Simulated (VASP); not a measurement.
## SrTiO3: relaxation of cell and atoms with PBE+U

SrTiO3:

```
Sr Ti O
1.0
     3.91270    0.00000    0.00000
     0.00000    3.91270    0.00000
     0.00000    0.00000    3.91270
Sr Ti O
1 1 3
Cartesian
  0.0000 0.0000 0.0000
  1.9564 1.9564 1.9564
  1.9564 0.0000 1.9564
  1.9564 1.9564 0.0000
  0.0000 1.9564 1.9564
```

* Program: VASP 6.6.1
* Task: relaxation of cell and atoms
* Functional: PBE
* Potentials or basis: VASP PAW PBE potentials, release 64 (Sr_sv, Ti_sv, O)
* Cutoff: 600 eV
* k mesh: 6 × 6 × 6
* Occupations: gaussian, width 0.02 eV
* Spin: no spin polarisation
* Hubbard terms: Ti d U = 4.0 eV
* Dipole correction: no
* Further INCAR settings: ALGO = Normal; EDIFF = 1e-07; IBRION = 2; EDIFFG = -0.005; NSW = 100; ISIF = 3

```json
{
 "Relaxed volume": "12.49 Å³/atom",
 "Relaxed cell": "a = 3.967 Å, b = 3.967 Å, c = 3.967 Å, α = 90.00°, β = 90.00°, γ = 90.00°",
 "Space group after relaxing (to 0.1 Å)": "Pm-3m (No. 221)",
 "Energy gained by relaxing": "11.3 meV/atom",
 "Ionic steps": "3",
 "Pressure after relaxing": "0.0 GPa",
 "Band gap on the k mesh": "2.27 eV (least direct gap 2.71 eV)"
}
```

Step by step:
| step | energy change (eV) | largest force (eV/Å) | pressure (GPa) | volume (Å³) |
| --- | --- | --- | --- | --- |
| 1 | 0.0000 | 0.0000 | 7.46 | 59.90 |
| 2 | -0.0109 | 0.0000 | -5.82 | 64.87 |
| 3 | -0.0567 | 0.0000 | -0.03 | 62.44 |

Final structure:
```
Sr Ti O
1.0
     3.96726    0.00000    0.00000
     0.00000    3.96726    0.00000
     0.00000    0.00000    3.96726
Sr Ti O
1 1 3
Direct
  0.00000 0.00000 0.00000
  0.50000 0.50000 0.50000
  0.50000 0.00000 0.50000
  0.50000 0.50000 0.00000
  0.00000 0.50000 0.50000
```

Levels at points of the mesh, in eV from the valence-band top:
```csv
k point,band 18,band 19,band 20,band 21,band 22,band 23
"(0.00, 0.00, 0.00)",-0.44,-0.44,-0.44,2.27,2.27,2.27
"(0.50, 0.00, 0.00)",-1.86,-0.80,-0.80,2.45,4.00,4.00
"(0.50, 0.50, 0.00)",-1.54,-1.54,-0.09,4.01,4.01,4.47
"(0.50, 0.50, 0.50)",0.00,0.00,0.00,4.65,4.65,4.65
```

Eigenvalues of the final occupation matrices:
```csv
site,spin,trace,eigenvalues
site 2 d,1,0.79,0.10 0.10 0.10 0.24 0.24
site 2 d,2,0.79,0.10 0.10 0.10 0.24 0.24
```

It took 2.1 min on 1 thread of Intel Xeon 8259CL, with other jobs on the host, peak memory 0.21 GiB.

A k mesh can miss the band edges.
